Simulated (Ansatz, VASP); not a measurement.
BN in VASP and in Ansatz

Contents of INCAR:

```
ALGO = Normal
EDIFF = 1E-6
ENCUT = 520
GGA = PE
ISIF = 2
ISMEAR = -1
LASPH = True
LCHARG = False
LREAL = False
LWAVE = False
NBANDS = 11
NELM = 100
PREC = Accurate
SIGMA = 0.05
```

File KPOINTS:

```
k-points
0
Gamma
  12 12 12
```

Contents of POSCAR:

```
BN
1.0
    1.2594075994      0.7271193165      3.3952723682
   -1.2594075994      0.7271193165      3.3952723682
    0.0000000000     -1.4542386330      3.3952723682
N B
1 1
Direct
    0.6672382000      0.6672382000      0.6672382000
    0.0003288000      0.0003288000      0.0003288000
```

File input.yaml:

```yaml
crystal:
  lattice:
    - [1.2594075994, 0.7271193165, 3.3952723682]
    - [-1.2594075994, 0.7271193165, 3.3952723682]
    - [0.0, -1.454238633, 3.3952723682]
  atoms:
    - { symbol: "N", position: [0.6672382, 0.6672382, 0.6672382] }
    - { symbol: B, position: [0.0003288, 0.0003288, 0.0003288] }
kpoints:
  mp_grid: { grid: [12, 12, 12] }
scf:
  occupations: { method: fermi_dirac, width: 0.05 }
hamiltonian:
  xc: pbe
  pseudopotentials: { kind: all_electron, lapw: { basis_error: 0.0005 } }
output:
  forces: true
  stress: true
  eigenvalues: true
```

Change from the starting cell: volume scaled by 1.02.

Alike in both runs: task single point; functional PBE; k mesh 12 × 12 × 12; occupations fermi-dirac, width 0.05 eV; no spin polarisation.

|  | VASP | Ansatz |
| --- | --- | --- |
| version | VASP 6.6.1 | Ansatz 0.2.0 |
| potentials or method | VASP PAW PBE potentials, release 64 (N, B), cutoff 520 eV | all-electron LAPW, scalar-relativistic |

|  | VASP | Ansatz | Ansatz less VASP |
| --- | --- | --- | --- |
| gap on the k mesh at the Fermi level (eV) | 4.26 | 4.26 | +0.001 |
| least direct gap on the mesh (eV) | 4.65 | 4.64 | -0.001 |
| pressure (GPa) | -1.1 | -1.2 | -0.10 |
| traceless stress, the component that is largest in VASP (GPa) | 3.09 | 3.33 | +0.244 |

Ansatz ran all-electron here, and VASP with PAW potentials.
